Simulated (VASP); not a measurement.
## C: single point with LDA

Crystal: C.

```
CELL_PARAMETERS angstrom
0.00000 1.72312 1.76516
1.72312 0.00000 1.76516
1.72312 1.72312 0.00000
ATOMIC_POSITIONS crystal
C 0.50000 0.50000 0.50000
C 0.75000 0.75000 0.75000
```

This cell differs from its parent crystal: volume 5.241 Å^3 an atom, c/a of the conventional cell 1.0244.

```json
{
 "Program": "VASP 6.6.1",
 "Task": "single point",
 "Functional": "LDA",
 "Potentials or basis": "VASP PAW LDA potentials, release 64 (C_h)",
 "Cutoff": "910 eV",
 "k mesh": "12 × 12 × 12",
 "Occupations": "gaussian, width 0.05 eV",
 "Spin": "no spin polarisation",
 "Dipole correction": "no",
 "Second run": "hard_potentials",
 "Further INCAR settings": "ALGO = Normal; EDIFF = 1e-06; NBANDS = 11"
}
```

| Property | Result |
| --- | --- |
| Pressure | 26.0 GPa |
| Band gap on the k mesh | 4.01 eV, indirect (least direct gap 5.54 eV) |

Stress tensor (GPa, compression positive):
```
34.31  0.00  0.00
 0.00 34.31  0.00
 0.00  0.00  9.47
```

Levels at points of the mesh, in eV from the valence-band top:
| k point | band 1 | band 2 | band 3 | band 4 | band 5 | band 6 | band 7 | band 8 | band 9 |
| --- | --- | --- | --- | --- | --- | --- | --- | --- | --- |
| (0.00, 0.00, 0.00) | -22.53 | -0.39 | 0.00 | 0.00 | 5.54 | 5.54 | 5.84 | 15.26 | 19.95 |
| (0.50, 0.00, 0.00) | -16.22 | -14.40 | -3.37 | -2.89 | 8.33 | 8.71 | 10.13 | 15.99 | 22.56 |
| (0.50, 0.50, 0.00) | -13.59 | -13.59 | -6.66 | -6.66 | 5.16 | 5.16 | 17.63 | 17.63 | 24.05 |
| (0.50, 0.00, 0.50) | -13.18 | -13.18 | -7.04 | -7.04 | 4.56 | 4.56 | 17.73 | 17.73 | 24.41 |

Run time: 25 s on 1 thread of AMD EPYC 9R45 (Zen 5), with other jobs on the host, peak memory 0.11 GiB.

Caveat: the cutoff is under 1.25 times the usual one of these potentials, so pressure, stress and relaxed cells hold a basis-set (Pulay) error. A k mesh can miss the band edges.
